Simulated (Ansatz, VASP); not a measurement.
## Pd in VASP and in Ansatz

File INCAR:

```
PREC = Accurate ; ENCUT = 520
EDIFF = 1E-6 ; ISMEAR = 0
SIGMA = 0.1 ; LREAL = False
LASPH = True ; NELM = 60
ALGO = Normal ; ISIF = 2
LWAVE = False ; LCHARG = True
GGA = PS ; LELF = True
LVHAR = True ; NBANDS = 11
```

The input KPOINTS:

```
Automatic mesh
0
Gamma
  16 16 16
```

POSCAR

```
Pd
1.0
   -1.5928778811      1.5928778811      1.5692936661
    1.5928778811     -1.5928778811      1.5692936661
    1.5928778811      1.5928778811     -1.5692936661
Pd
1
Direct
    0.0000000000      0.0000000000      0.0000000000
```

Input for Ansatz:

```yaml
crystal:
  lattice:
    - [-1.5928778811, 1.5928778811, 1.5692936661]
    - [1.5928778811, -1.5928778811, 1.5692936661]
    - [1.5928778811, 1.5928778811, -1.5692936661]
  atoms:
    - { symbol: Pd, position: [0.0, 0.0, 0.0] }
basis:
  ecutwfc: 420
kpoints:
  mp_grid: { grid: [16, 16, 16] }
hamiltonian:
  xc: pbesol
scf:
  occupations: { method: gaussian, width: 0.1 }
output:
  forces: true
  stress: true
  eigenvalues: true
  populations: true
```

Alike in both runs: task single point; functional PBEsol; k mesh 16 × 16 × 16; occupations gaussian, width 0.1 eV; no spin polarisation.

|  | VASP | Ansatz |
| --- | --- | --- |
| version | VASP 6.6.1 | Ansatz 0.2.0 |
| potentials or method | VASP PAW PBE potentials, release 64 (Pd), cutoff 520 eV | scalar-relativistic, plane waves, PAW |
| valence electrons in the cell | 10 | 18 |

|  | VASP | Ansatz | Ansatz less VASP |
| --- | --- | --- | --- |
| gap on the k mesh at the Fermi level (eV) | none | none | - |
| pressure (GPa) | -13.2 | -13.0 | +0.24 |
| traceless stress, the component that is largest in VASP (GPa) | -0.18 | -0.18 | -0.008 |

VASP's potentials were made for PBE, not for PBEsol. A gap of «none» marks a metal or a gap that the smearing closes. VASP's potentials hold 10 valence electrons a cell and Ansatz's 18, so a difference there can come from the potentials and not from the codes.
